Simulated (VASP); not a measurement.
Crystal: SiO2.

```
Si O
1.0
     7.16000    0.00000    0.00000
     0.00000    7.16000    0.00000
     0.00000    0.00000    7.16000
Si O
8 16
Direct
  0.28071 0.28071 0.28071
  0.21929 0.71929 0.78071
  0.78071 0.21929 0.71929
  0.71929 0.78071 0.21929
  0.02058 0.02058 0.02058
  0.47942 0.97942 0.52058
  0.52058 0.47942 0.97942
  0.97942 0.52058 0.47942
  0.15054 0.15054 0.15054
  0.34946 0.84946 0.65054
  0.65054 0.34946 0.84946
  0.84946 0.65054 0.34946
  0.63982 0.66158 0.04343
  0.86018 0.33842 0.54343
  0.13982 0.83842 0.95657
  0.36018 0.16158 0.45657
  0.04343 0.63982 0.66158
  0.54343 0.86018 0.33842
  0.95657 0.13982 0.83842
  0.45657 0.36018 0.16158
  0.66158 0.04343 0.63982
  0.33842 0.54343 0.86018
  0.83842 0.95657 0.13982
  0.16158 0.45657 0.36018
```

Base run:

| Quantity | Value |
| --- | --- |
| Program | VASP 6.6.1 |
| Functional | PBEsol |
| Potentials or basis | VASP PAW PBE potentials, release 64 (Si, O) |
| Cutoff | 520 eV |
| k mesh | 4 × 4 × 4 |
| Occupations | fermi-dirac, width 0.02 eV |
| Spin | no spin polarisation |

Its results: band gap on the k mesh 5.66 eV; pressure -0.9 GPa; largest force 0.079 eV/Å.

Question: The run is repeated on the same cell with these changes: functional from PBEsol to LDA; potentials or basis from VASP PAW PBE potentials, release 64 (Si, O) to VASP PAW LDA potentials, release 64 (Si, O). What comes out?

Answer: Band gap on the k mesh 5.46 eV; pressure -4.5 GPa; largest force 0.322 eV/Å.

Caveats: the PAW data sets were made with another functional, which shifts forces and pressure a little (at least some runs); the cell stands under tension (at least some runs).

A k mesh can miss the band edges.
